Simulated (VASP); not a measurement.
# LaTe4 (F-43m) in VASP: density of states with PBE

Aim: the density of states of LaTe4 with PBE.

All numbers are computed with VASP 6.6.1; they aren't measurements. Logs are shortened: lines on timing, memory, paths and dates and some standing lists are left out, and cuts for length are marked.

## 1. The cell of the first run

The structure is cubic, space group F-43m (No. 216). The conventional cell has a = 9.115 Å, b = 9.115 Å, c = 9.115 Å, α = 90.00°, β = 90.00°, γ = 90.00°. La (site symmetry -43m) has 12 Te at 3.78 Å within 5.0 Å. Within 4.2 Å of Te (site symmetry 3m) lie 6 Te at 3.22 to 3.23 Å and 3 La at 3.78 Å.

## 2. Density of states, PBE

POSCAR

```
LaTe4
1.0
    0.0000000000      4.5577286305      4.5577286305
    4.5577286305      0.0000000000      4.5577286305
    4.5577286305      4.5577286305      0.0000000000
La Te
1 4
Direct
    0.5000000000      0.5000000000      0.5000000000
    0.8749106465      0.3752680605      0.8749106465
    0.8749106465      0.8749106465      0.8749106465
    0.3752680605      0.8749106465      0.8749106465
    0.8749106465      0.8749106465      0.3752680605
```

INCAR.step1

```
SYSTEM = LaTe4
PREC = Accurate ; ENCUT = 520
EDIFF = 1E-7 ; ISMEAR = 0
SIGMA = 0.1 ; LREAL = .False.
LASPH = .True. ; NELM = 80
ALGO = Normal ; ISIF = 2
LWAVE = .False. ; LCHARG = .True.
LMAXMIX = 6 ; GGA = PE
NBANDS = 26
```

KPOINTS.step1

```
Automatic mesh
0
Gamma
  8 8 8
  0 0 0
```

INCAR.step2

```
SYSTEM = LaTe4
PREC = Accurate ; ENCUT = 520
EDIFF = 1E-7 ; ISMEAR = -5
SIGMA = 0.1 ; LREAL = .False.
LASPH = .True. ; NELM = 80
ALGO = Normal ; ISIF = 2
LWAVE = .False. ; LCHARG = .False.
LMAXMIX = 6 ; GGA = PE
LORBIT = 11 ; NBANDS = 26
NEDOS = 1001 ; ICHARG = 11
```

KPOINTS.step2

```
Automatic mesh
0
Gamma
  12 12 12
  0 0 0
```

Potentials or basis: VASP PAW PBE potentials, release 64 (La, Te).

Command:

```bash
$ cat potpaw_PBE.64/La/POTCAR potpaw_PBE.64/Te/POTCAR > POTCAR
$ cp INCAR.step1 INCAR
$ cp KPOINTS.step1 KPOINTS
$ mpirun -np 1 vasp_std > vasp.out
$ cp INCAR.step2 INCAR
$ cp KPOINTS.step2 KPOINTS
$ mpirun -np 1 vasp_std > vasp.out
```

OUTCAR:

```text
SYSTEM = LaTe4
   PREC = Accurate
   ENCUT = 520
   EDIFF = 1E-7
   ISMEAR = -5
   LREAL = .False.
   LASPH = .True.
   NELM = 80
   ISIF = 2
   GGA = PE
   LORBIT = 11
   ICHARG = 11

 ion  position               nearest neighbor table
   1  0.500  0.500  0.500-
   2  0.875  0.375  0.875-   3 3.22   4 3.22   5 3.22   4 3.23   5 3.23   3 3.23
   3  0.875  0.875  0.875-   2 3.22   4 3.22   5 3.22   4 3.23   2 3.23   5 3.23
   4  0.375  0.875  0.875-   2 3.22   3 3.22   5 3.22   2 3.23   5 3.23   3 3.23
   5  0.875  0.875  0.375-   2 3.22   3 3.22   4 3.22   2 3.23   4 3.23   3 3.23

  LATTYP: Found a face centered cubic cell.
 ALAT       =     9.1154572610

  Lattice vectors:

 A1 = (   0.0000000000,   4.5577286305,   4.5577286305)
 A2 = (   4.5577286305,   0.0000000000,   4.5577286305)
 A3 = (   4.5577286305,   4.5577286305,   0.0000000000)

Analysis of symmetry for initial positions (statically):
=====================================================================
 Subroutine PRICEL returns:
 Original cell was already a primitive cell.

 Routine SETGRP: Setting up the symmetry group for a
 face centered cubic supercell.

 Subroutine GETGRP returns: Found 24 space group operations
 (whereof 24 operations were pure point group operations)
 out of a pool of 48 trial point group operations.

The static configuration has the point symmetry T_d .

Analysis of symmetry for dynamics (positions and initial velocities):
=====================================================================
 Subroutine PRICEL returns:
 Original cell was already a primitive cell.

 Routine SETGRP: Setting up the symmetry group for a
 face centered cubic supercell.

 Subroutine GETGRP returns: Found 24 space group operations
 (whereof 24 operations were pure point group operations)
 out of a pool of 48 trial point group operations.

The dynamic configuration has the point symmetry T_d .

 Subroutine INISYM returns: Found 24 space group operations
 (whereof 24 operations are pure point group operations),
 and found     1 'primitive' translations

----------------------------------------------------------------------------------------

                                     Primitive cell

  volume of cell :     189.3544

  direct lattice vectors                    reciprocal lattice vectors
     0.000000000  4.557728630  4.557728630    -0.109703767  0.109703767  0.109703767
     4.557728630  0.000000000  4.557728630     0.109703767 -0.109703767  0.109703767
     4.557728630  4.557728630  0.000000000     0.109703767  0.109703767 -0.109703767

  length of vectors
     6.445601643  6.445601643  6.445601643     0.190012498  0.190012498  0.190012498

  position of ions in fractional coordinates (direct lattice)
     0.500000000  0.500000000  0.500000000
     0.874910646  0.375268060  0.874910646
     0.874910646  0.874910646  0.874910646
     0.375268060  0.874910646  0.874910646
     0.874910646  0.874910646  0.375268060

  ion indices of the primitive-cell ions
   primitive index   ion index
                 1           1
                 2           2
                 3           3
                 4           4
                 5           5

----------------------------------------------------------------------------------------

 KPOINTS: Automatic mesh

Automatic generation of k-mesh.
 Grid dimensions read from file:
 generate k-points for:   12   12   12

 Generating k-lattice:

  Cartesian coordinates                     Fractional coordinates (reciprocal lattice)
    -0.009141981  0.009141981  0.009141981     0.083333333  0.000000000  0.000000000
     0.009141981 -0.009141981  0.009141981     0.000000000  0.083333333  0.000000000
     0.009141981  0.009141981 -0.009141981     0.000000000  0.000000000  0.083333333

  Length of vectors
     0.015834375  0.015834375  0.015834375

  Shift w.r.t. Gamma in fractional coordinates (k-lattice)
     0.000000000  0.000000000  0.000000000

 TETIRR: Found    247 inequivalent tetrahedra from    10368

 Subroutine IBZKPT returns following result:
 ===========================================

 Found     72 irreducible k-points:

 Following reciprocal coordinates:
            Coordinates               Weight
  0.000000  0.000000  0.000000      1.000000
  0.083333  0.000000  0.000000      8.000000
  0.166667  0.000000  0.000000      8.000000
  0.250000  0.000000  0.000000      8.000000
  0.333333  0.000000  0.000000      8.000000
  0.416667  0.000000  0.000000      8.000000
[... 16 lines left out ...]
  0.500000  0.166667  0.000000     24.000000
 -0.416667  0.166667  0.000000     24.000000
 [... further k-points ...]
   k-points           NKPTS =     72   k-points in BZ     NKDIM =     72   number of bands    NBANDS=     26
   number of dos      NEDOS =   1001   number of ions     NIONS =      5
   total plane-waves  NPLWV = 110592
   dimension x,y,z NGX =    48 NGY =   48 NGZ =   48
   dimension x,y,z NGXF=    96 NGYF=   96 NGZF=   96
   ions per type =               1   4
   NGX,Y,Z   is equivalent  to a cutoff of  12.38, 12.38, 12.38 a.u.
   NGXF,Y,Z  is equivalent  to a cutoff of  24.76, 24.76, 24.76 a.u.
 SYSTEM =  LaTe4
   PREC   = accura    normal or accurate (medium, high low for compatibility)
   ISTART =      0    job   : 0-new  1-cont  2-samecut
   ICHARG =     11    charge: 1-file 2-atom 10-const
   ISPIN  =      1    spin polarized calculation?
   LNONCOLLINEAR =      F non collinear calculations
   LSORBIT =      F    spin-orbit coupling
   LASPH  =      T    aspherical Exc in radial PAW
   ENCUT  =  520.0 eV  38.22 Ry    6.18 a.u.  11.98 11.98 11.98*2*pi/ulx,y,z
   NELM   =     80;   NELMIN=  2; NELMDL=  0     # of ELM steps
   EDIFF  = 0.1E-06   stopping-criterion for ELM
   LREAL  =      F    real-space projection
   EDIFFG = 0.1E-05   stopping-criterion for IOM
   NSW    =      0    number of steps for IOM
   IBRION =     -1    ionic relax: 0-MD 1-quasi-New 2-CG
   NFREE  =      0    steps in history (QN), initial steepest desc. (CG)
   ISIF   =      2    stress and relaxation
   ISYM   =      2    0-nonsym 1-usesym 2-fastsym
   POTIM  = 0.5000    time-step for ionic-motion
   TEBEG  =    0.0;   TEEND  =   0.0 temperature during run
   PSTRESS=    0.0 pullay stress
   NELECT =      35.0000    total number of electrons
   NUPDOWN=      -1.0000    fix difference up-down
   EMIN   =  10.00;   EMAX   =-10.00  energy-range for DOS
   EFERMI =   0.00;   METHOD = LEGACY
   ISMEAR =    -5;   SIGMA  =   0.10  broadening in eV -4-tet -1-fermi 0-gaus
   EFERMI_NEDOS =   21; number of points for ismear=-14 and -15
   IALGO  =     38    algorithm
   IMIX   =      4    mixing-type and parameters
     AMIX     =   0.40;   BMIX     =  1.00
     AMIX_MAG =   1.60;   BMIX_MAG =  1.00
  volume/ion in A,a.u.               =      37.87       255.57
  Fermi-wavevector in a.u.,A,eV,Ry     =   0.932551  1.762265 11.832314  0.869651
  Thomas-Fermi vector in A             =   2.059160
   LORBIT       =     11    0 simple, 1 ext, 2 COOP (PROOUT), +10 PAW based schemes
   GGA     = PE    functional components
   LHFCALC =     F    Hartree Fock is set to
   AEXX    =    0.0000 exact exchange contribution
   IVDW    =     0    specifies the selected vdW correction
   LEPSILON=     F    determine dielectric tensor
   LRPA    =     F    only Hartree local field effects (RPA)
 non-spin polarized calculation
 Fermi weights with tetrahedron method with Bloechl corrections
  energy-cutoff  :      520.00
  volume of cell :      189.35
 maximum number of plane-waves:      5124

 number of electron      35.0000002 magnetization

 Free energy of the ion-electron system (eV)
  ---------------------------------------------------
  ext. energy  EPLUGINS =         0.00000000
  ---------------------------------------------------
  free energy    TOTEN  =       -18.74966886 eV

  energy without entropy =      -18.74966886  energy(sigma->0) =      -18.74966886

 E-fermi :   6.3330     XC(G=0):  -8.5452

 val. band max:        6.3649503668   @ k =   0.3333   0.1667   0.0833
 cond. band min:       6.2697012442   @ k =   0.1667   0.1667   0.0000
 fundamental gap:     -0.0952491226
 Fermi energy:         6.3329931700

 k-point     1 :       0.0000    0.0000    0.0000
  band No.  band energies     occupation
      1     -28.0858      2.00000
      2     -11.7571      2.00000
      3     -11.7571      2.00000
      4     -11.7571      2.00000
      5      -7.4400      2.00000
      6      -4.3036      2.00000
[... 18 lines left out ...]
     25       7.5168      0.00000
     26       7.5868      0.00000

 k-point     2 :       0.0833    0.0000    0.0000
  band No.  band energies     occupation
      1     -28.0858      2.00000
      2     -11.7584      2.00000
      3     -11.7572      2.00000
      4     -11.7572      2.00000
      5      -7.4133      2.00000
      6      -4.4001      2.00000
[... 18 lines left out ...]
     25       7.4648      0.00000
     26       7.5229      0.00000

 k-point     3 :       0.1667    0.0000    0.0000
  band No.  band energies     occupation
      1     -28.0858      2.00000
      2     -11.7621      2.00000
      3     -11.7575      2.00000
      4     -11.7574      2.00000
      5      -7.3353      2.00000
      6      -4.6476      2.00000
[... 18 lines left out ...]
     25       7.1411      0.00000
     26       7.4933      0.00000

 k-point     4 :       0.2500    0.0000    0.0000
  band No.  band energies     occupation
      1     -28.0858      2.00000
      2     -11.7670      2.00000
      3     -11.7578      2.00000
      4     -11.7578      2.00000
      5      -7.2134      2.00000
      6      -4.9650      2.00000
[... 18 lines left out ...]
     25       7.1097      0.00000
     26       7.3655      0.00000

 k-point     5 :       0.3333    0.0000    0.0000
  band No.  band energies     occupation
      1     -28.0857      2.00000
      2     -11.7719      2.00000
      3     -11.7582      2.00000
      4     -11.7582      2.00000
      5      -7.0640      2.00000
      6      -5.2814      2.00000
[... 18 lines left out ...]
     25       7.0290      0.00000
     26       7.4291      0.00000

 k-point     6 :       0.4167    0.0000    0.0000
  band No.  band energies     occupation
      1     -28.0857      2.00000
      2     -11.7754      2.00000
      3     -11.7584      2.00000
      4     -11.7584      2.00000
      5      -6.9235      2.00000
      6      -5.5310      2.00000
[... 427 lines left out ...]
 k-point    21 :       0.3333    0.1667    0.0000
  band No.  band energies     occupation
      1     -28.0857      2.00000
      2     -11.7689      2.00000
      3     -11.7595      2.00000
      4     -11.7594      2.00000
      5      -7.0751      2.00000
      6      -5.2468      2.00000
[... 18 lines left out ...]
     25       7.1095      0.00000
     26       7.1705      0.00000

 k-point    22 :       0.4167    0.1667    0.0000
  band No.  band energies     occupation
      1     -28.0857      2.00000
      2     -11.7725      2.00000
      3     -11.7601      2.00000
      4     -11.7597      2.00000
      5      -6.9233      2.00000
      6      -5.5150      2.00000
[... 18 lines left out ...]
     25       7.0218      0.00000
     26       7.1307      0.00000

 k-point    23 :       0.5000    0.1667    0.0000
  band No.  band energies     occupation
      1     -28.0857      2.00000
      2     -11.7747      2.00000
      3     -11.7608      2.00000
      4     -11.7596      2.00000
      5      -6.7978      2.00000
      6      -5.7071      2.00000
[... 18 lines left out ...]
     25       7.0015      0.00000
     26       7.0910      0.00000

 k-point    24 :      -0.4167    0.1667    0.0000
  band No.  band energies     occupation
      1     -28.0857      2.00000
      2     -11.7750      2.00000
      3     -11.7614      2.00000
      4     -11.7591      2.00000
      5      -6.7775      2.00000
      6      -5.7348      2.00000
[... 18 lines left out ...]
     25       7.0050      0.00000
     26       7.0794      0.00000

 [... further k-points ...]
[... 5 lines left out ...]
  --------------------------------------------------------------------------------------
  -------------------------------------------------------------------------------------
  Total        0.3530283      0.3530283      0.3530283      0.0000000     -0.0000000     -0.0000000
  in kB        2.9870657      2.9870657      2.9870657      0.0000000     -0.0000000     -0.0000000
  external PRESSURE =       2.9870657 kB  Pullay stress =       0.0000000 kB

 VOLUME and BASIS-vectors are now :
 -----------------------------------------------------------------------------
  energy-cutoff  :      520.00
  volume of cell :      189.35
      direct lattice vectors                 reciprocal lattice vectors
     0.000000000  4.557728630  4.557728630    -0.109703767  0.109703767  0.109703767
     4.557728630  0.000000000  4.557728630     0.109703767 -0.109703767  0.109703767
     4.557728630  4.557728630  0.000000000     0.109703767  0.109703767 -0.109703767

 POSITION                                       TOTAL-FORCE (eV/Angst)
 -----------------------------------------------------------------------------------
      4.55773      4.55773      4.55773        -0.000000     -0.000000     -0.000000
      5.69798      7.97521      5.69798         0.001311     -0.001311      0.001311
      7.97521      7.97521      7.97521        -0.001311     -0.001311     -0.001311
      7.97521      5.69798      5.69798        -0.001311      0.001311      0.001311
      5.69798      5.69798      7.97521         0.001311      0.001311     -0.001311
 -----------------------------------------------------------------------------------
    total drift:                               -0.000227     -0.000227     -0.000227

  FREE ENERGIE OF THE ION-ELECTRON SYSTEM (eV)
  ---------------------------------------------------
  free  energy   TOTEN  =       -18.7496688597 eV

  energy  without entropy=      -18.7496688597  energy(sigma->0) =      -18.74966886

 total charge

# of ion       s       p       d       f       tot
--------------------------------------------------
    1        1.981   5.623   0.490   0.263   8.357
    2        1.431   1.846   0.045   0.000   3.321
    3        1.431   1.846   0.045   0.000   3.321
    4        1.431   1.846   0.045   0.000   3.321
    5        1.431   1.846   0.045   0.000   3.321
--------------------------------------------------
tot          7.703  13.008   0.669   0.263  21.642
```

Wall time 9.7 min (1 thread of Intel Xeon Platinum 8259CL at 2.50GHz (Skylake/Cascade Lake), shared host); peak memory 0.55 GiB.

What came out:

```
Valence electrons inside the program's atomic spheres : La 8.36; Te 3.32
```

Caveat: spin-orbit coupling is left out, which moves the levels of the heavy elements; tetrahedron occupations give inexact forces and stress in metals.
